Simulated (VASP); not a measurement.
# ErNb2 (P6/mmm) in VASP: notebook

Runs on ErNb2. Level: PBE. Tasks: single point, relaxation of cell and atoms.

All numbers are computed with VASP 6.6.1; they aren't measurements. Logs are shortened: lines on timing, memory, paths and dates and some standing lists are left out, and cuts for length are marked.

### 1 The cell of the first run

It takes space group P6/mmm (No. 191, hexagonal). The conventional cell has a = 3.823 Å, b = 3.823 Å, c = 4.287 Å, α = 90.00°, β = 90.00°, γ = 120.00°. Within 4.0 Å of Er (site symmetry 6/mmm) lie 12 Nb at 3.08 Å and 6 Er at 3.82 Å. Nb (site symmetry -6m2) has 3 Nb at 2.21 Å within 2.9 Å.

The cell was generated, and may not be a known phase.

### 2 Single point, PBE

Input file INCAR:

```
SYSTEM = ErNb2
PREC = Accurate
ENCUT = 500
EDIFF = 1E-6
ISMEAR = 0
SIGMA = 0.1
LREAL = .FALSE.
LASPH = .TRUE.
NELM = 200
ALGO = Normal
ISIF = 2
LWAVE = .FALSE.
LCHARG = .FALSE.
GGA = PE
NBANDS = 24
GGA_COMPAT = .FALSE.
LMAXMIX = 6
```

Input file KPOINTS:

```
regular mesh
0
G
  6 6 4
  0 0 0
```

Input file POSCAR:

```
ErNb2
1.0
    3.8226013500      0.0000000000      0.0000000000
   -1.9113006800      3.3104698800      0.0000000000
    0.0000000000      0.0000000000      4.2870583500
Er Nb
1 2
Direct
    0.0000000000      0.0000000000      0.0000000000
    0.3333333300      0.6666666700      0.5000000000
    0.6666666700      0.3333333300      0.5000000000
```

Potentials or basis: VASP PAW PBE potentials, release 64 (Er_3, Nb_sv), 4f in core.

Run with:

```sh
cat potpaw_PBE.64/Er_3/POTCAR potpaw_PBE.64/Nb_sv/POTCAR > POTCAR
mpirun -np 1 vasp_std > vasp.out
```

OUTCAR:

```text
SYSTEM = ErNb2
   PREC = Accurate
   ENCUT = 500
   EDIFF = 1E-6
   ISMEAR = 0
   LREAL = .FALSE.
   LASPH = .TRUE.
   NELM = 200
   ISIF = 2
   GGA = PE

 ion  position               nearest neighbor table
   1  0.000  0.000  0.000-   2 3.08   3 3.08   2 3.08   3 3.08   3 3.08   3 3.08   2 3.08   2 3.08
                             3 3.08   3 3.08   2 3.08   2 3.08
   2  0.333  0.667  0.500-   3 2.21   3 2.21   3 2.21   1 3.08   1 3.08   1 3.08   1 3.08   1 3.08
                             1 3.08
   3  0.667  0.333  0.500-   2 2.21   2 2.21   2 2.21   1 3.08   1 3.08   1 3.08   1 3.08   1 3.08
                             1 3.08

  LATTYP: Found a hexagonal cell.
 ALAT       =     3.8226013500
 C/A-ratio  =     1.1215028609

  Lattice vectors:

 A1 = (   3.8226013500,   0.0000000000,   0.0000000000)
 A2 = (  -1.9113006800,   3.3104698800,   0.0000000000)
 A3 = (   0.0000000000,   0.0000000000,   4.2870583500)

Analysis of symmetry for initial positions (statically):
=====================================================================
 Subroutine PRICEL returns:
 Original cell was already a primitive cell.

 Routine SETGRP: Setting up the symmetry group for a
 hexagonal supercell.

 Subroutine GETGRP returns: Found 24 space group operations
 (whereof 24 operations were pure point group operations)
 out of a pool of 24 trial point group operations.

The static configuration has the point symmetry D_6h.

Analysis of symmetry for dynamics (positions and initial velocities):
=====================================================================
 Subroutine PRICEL returns:
 Original cell was already a primitive cell.

 Routine SETGRP: Setting up the symmetry group for a
 hexagonal supercell.

 Subroutine GETGRP returns: Found 24 space group operations
 (whereof 24 operations were pure point group operations)
 out of a pool of 24 trial point group operations.

The dynamic configuration has the point symmetry D_6h.

 Subroutine INISYM returns: Found 24 space group operations
 (whereof 24 operations are pure point group operations),
 and found     1 'primitive' translations

----------------------------------------------------------------------------------------

                                     Primitive cell

  volume of cell :      54.2510

  direct lattice vectors                    reciprocal lattice vectors
     3.822601350  0.000000000  0.000000000     0.261601959  0.151035961  0.000000000
    -1.911300680  3.310469880  0.000000000     0.000000000  0.302071922  0.000000000
[... 84 lines left out ...]
   LREAL  =      F    real-space projection
   EDIFFG = 0.1E-04   stopping-criterion for IOM
   NSW    =      0    number of steps for IOM
   IBRION =     -1    ionic relax: 0-MD 1-quasi-New 2-CG
   NFREE  =      0    steps in history (QN), initial steepest desc. (CG)
   ISIF   =      2    stress and relaxation
   ISYM   =      2    0-nonsym 1-usesym 2-fastsym
   POTIM  = 0.5000    time-step for ionic-motion
   TEBEG  =    0.0;   TEEND  =   0.0 temperature during run
   PSTRESS=    0.0 pullay stress
   NELECT =      35.0000    total number of electrons
   NUPDOWN=      -1.0000    fix difference up-down
   EMIN   =  10.00;   EMAX   =-10.00  energy-range for DOS
   EFERMI =   0.00;   METHOD = LEGACY
   ISMEAR =     0;   SIGMA  =   0.10  broadening in eV -4-tet -1-fermi 0-gaus
   EFERMI_NEDOS =   21; number of points for ismear=-14 and -15
   IALGO  =     38    algorithm
   IMIX   =      4    mixing-type and parameters
     AMIX     =   0.40;   BMIX     =  1.00
     AMIX_MAG =   1.60;   BMIX_MAG =  1.00
  volume/ion in A,a.u.               =      18.08       122.03
  Fermi-wavevector in a.u.,A,eV,Ry     =   1.414582  2.673173 27.225837  2.001043
  Thomas-Fermi vector in A             =   2.536109
   LORBIT       =      0    0 simple, 1 ext, 2 COOP (PROOUT), +10 PAW based schemes
   GGA     = PE    functional components
   LHFCALC =     F    Hartree Fock is set to
   AEXX    =    0.0000 exact exchange contribution
   IVDW    =     0    specifies the selected vdW correction
   LEPSILON=     F    determine dielectric tensor
   LRPA    =     F    only Hartree local field effects (RPA)
 non-spin polarized calculation
 Gauss-broadening in eV      SIGMA  =   0.10
  energy-cutoff  :      500.00
  volume of cell :       54.25
 maximum number of plane-waves:      1392
 NGX is ok and might be reduce to    28
   NGX = 13   NGY = 13   NGZ = 15

 number of electron      35.0000000 magnetization

 Free energy of the ion-electron system (eV)
  ---------------------------------------------------
  ext. energy  EPLUGINS =         0.00000000
  ---------------------------------------------------
  free energy    TOTEN  =       -20.42719686 eV

  energy without entropy =      -20.40681757  energy(sigma->0) =      -20.41700721

 E-fermi :   9.1887     XC(G=0): -12.1858

 val. band max:        9.1816332188   @ k =   0.3333   0.1667   0.5000
 cond. band min:       9.2151089277   @ k =   0.3333  -0.0000   0.2500
 fundamental gap:      0.0334757089
 Fermi energy:         9.1887315203

 k-point     1 :       0.0000    0.0000    0.0000
  band No.  band energies     occupation
      1     -45.6135      2.00000
      2     -43.5913      2.00000
      3     -23.1317      2.00000
      4     -23.1317      2.00000
      5     -21.4256      2.00000
      6     -19.8887      2.00000
[... 556 lines left out ...]
     23      12.6436      0.00000
     24      13.8637      0.00000

------------------------ aborting loop because EDIFF is reached ----------------------------------------

  FORCE on cell =-STRESS in cart. coord.  units (eV):
  Direction    XX          YY          ZZ          XY          YZ          ZX
  --------------------------------------------------------------------------------------
  -------------------------------------------------------------------------------------
  Total       20.1869623     20.1869624      6.6114639     -0.0000000      0.0000000      0.0000000
  in kB      596.1746572    596.1746581    195.2541034     -0.0000009      0.0000000      0.0000000
  external PRESSURE =     462.5344729 kB  Pullay stress =       0.0000000 kB

 VOLUME and BASIS-vectors are now :
 -----------------------------------------------------------------------------
  energy-cutoff  :      500.00
  volume of cell :       54.25
      direct lattice vectors                 reciprocal lattice vectors
     3.822601350  0.000000000  0.000000000     0.261601959  0.151035961  0.000000000
    -1.911300680  3.310469880  0.000000000     0.000000000  0.302071922  0.000000000
     0.000000000  0.000000000  4.287058350     0.000000000  0.000000000  0.233260179

 POSITION                                       TOTAL-FORCE (eV/Angst)
 -----------------------------------------------------------------------------------
      0.00000      0.00000      0.00000        -0.000000      0.000000      0.000000
     -0.00000      2.20698      2.14353         0.000000      0.000000      0.000000
      1.91130      1.10349      2.14353        -0.000000      0.000000      0.000000
 -----------------------------------------------------------------------------------
    total drift:                                0.000000      0.000000      0.000000

  FREE ENERGIE OF THE ION-ELECTRON SYSTEM (eV)
  ---------------------------------------------------
  free  energy   TOTEN  =       -20.4271968551 eV

  energy  without entropy=      -20.4068175748  energy(sigma->0) =      -20.41700721
```

Wall time 28 s (1 thread of Intel Xeon Platinum 8259CL at 2.50GHz (Skylake/Cascade Lake), shared host); peak memory 0.18 GiB.

What came out:

* Free energy: -20.4272 eV
* Pressure: 46.3 GPa
* Band gap on the k mesh: zero (an odd number of electrons rules out a gap without spin polarisation)

Stress tensor (GPa, compression positive):
```
59.62  0.00  0.00
 0.00 59.62  0.00
 0.00  0.00 19.53
```

Levels at points of the mesh, in eV from the Fermi level:
| k point | band 14 | band 15 | band 16 | band 17 | band 18 | band 19 | band 20 | band 21 |
| --- | --- | --- | --- | --- | --- | --- | --- | --- |
| (0.00, 0.00, 0.00) | -1.44 | -1.44 | 0.45 | 0.45 | 1.10 | 1.10 | 1.83 | 1.83 |
| (0.50, 0.00, 0.00) | -2.24 | -2.13 | -1.51 | -1.25 | 0.04 | 0.80 | 1.31 | 4.77 |
| (0.00, 0.00, 0.50) | -2.49 | -2.49 | -0.64 | -0.64 | -0.42 | 2.60 | 2.60 | 3.41 |
| (0.50, 0.00, 0.50) | -2.42 | -2.42 | -1.23 | 0.53 | 0.54 | 0.97 | 2.51 | 3.04 |

Caveat: the k points lie up to 0.37 Å⁻¹ apart, too coarse for converged energies and pressures of a metal; spin-orbit coupling is left out, which moves the levels of the heavy elements; the 4f electrons are frozen in the core, so they carry no moment and show no levels.

(Part 1 of 2 ends here.)

The gap in the log of VASP goes by the Fermi energy; the results here count the filled bands.